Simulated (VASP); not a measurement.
Li4BrF3:

```
CELL_PARAMETERS angstrom
3.61602 0.00000 0.00000
0.00000 7.25044 0.00000
0.00000 0.00000 5.07134
ATOMIC_POSITIONS crystal
Li 0.00000 0.23831 0.00823
Li 0.50000 0.00000 0.50446
Li 0.00000 0.76168 0.00823
Li 0.50000 0.50000 0.47792
Br 0.00000 0.50000 0.75290
F 0.50000 0.24318 0.25009
F 0.00000 0.00000 0.74809
F 0.50000 0.75682 0.25009
```

The cell was built from a structure type or drawn by symmetry, and may not be a known phase.

```yaml
Program: VASP 6.6.1
Task: relaxation of cell and atoms
Functional: PBE
Potentials_or_basis: VASP PAW PBE potentials, release 64 (Li_sv, Br, F)
Cutoff: 600 eV
k_mesh: 3 × 2 × 3
Occupations: gaussian, width 0.15 eV
Spin: no spin polarisation
```

At the start: pressure -3.5 GPa; volume 16.62 Å³/atom.

Question: How do energy, volume and symmetry change on relaxing?

Answer: Over 12 steps the energy falls by 169.8 meV/atom and the volume is 12.79 Å³/atom (-23.0 %); space group Pmm2 (No. 25, to 0.1 Å) before and after.

Step by step:
```tsv
step	energy change (eV)	largest force (eV/Å)	pressure (GPa)	volume (Å³)
1	0.0000	1.4776	-3.48	132.96
2	-0.3766	1.3355	-2.99	126.14
3	-0.9951	0.7539	0.72	107.09
4	-1.0018	0.7721	1.83	104.05
5	-1.1461	0.4685	0.92	104.95
6	-1.2333	0.3110	-0.29	106.52
7	-1.2802	0.1306	-0.24	105.96
8	-1.3054	0.1472	0.00	105.02
9	-1.3284	0.1202	-0.15	104.75
10	-1.3512	0.1454	-0.34	103.97
11	-1.3585	0.0903	0.37	102.03
12	-1.3588	0.0777	0.26	102.34
```

Final structure:
```yaml
crystal:
  lattice:
    - [3.49396, 0.00000, 0.00000]
    - [0.00000, 7.16135, 0.00000]
    - [0.00000, 0.00000, 4.09004]
  atoms:
    - { symbol: Li, position: [0.00000, 0.19769, 0.05801] }
    - { symbol: Li, position: [0.50000, 0.00000, 0.54299] }
    - { symbol: Li, position: [0.00000, 0.80231, 0.05801] }
    - { symbol: Li, position: [0.50000, 0.50000, 0.30853] }
    - { symbol: Br, position: [0.00000, 0.50000, 0.76597] }
    - { symbol: F, position: [0.50000, 0.21474, 0.25300] }
    - { symbol: F, position: [0.00000, 0.00000, 0.76049] }
    - { symbol: F, position: [0.50000, 0.78526, 0.25300] }
```

Caveat: the k points lie up to 0.60 Å⁻¹ apart in the final cell; the cutoff is under 1.25 times the usual one of these potentials, so pressure, stress and relaxed cells hold a basis-set (Pulay) error; the volume moved by over 15 % at a fixed basis, so the end points are rough; the relaxation stopped at a loose force limit of 0.08 eV/Å, so its end isn't a converged minimum.
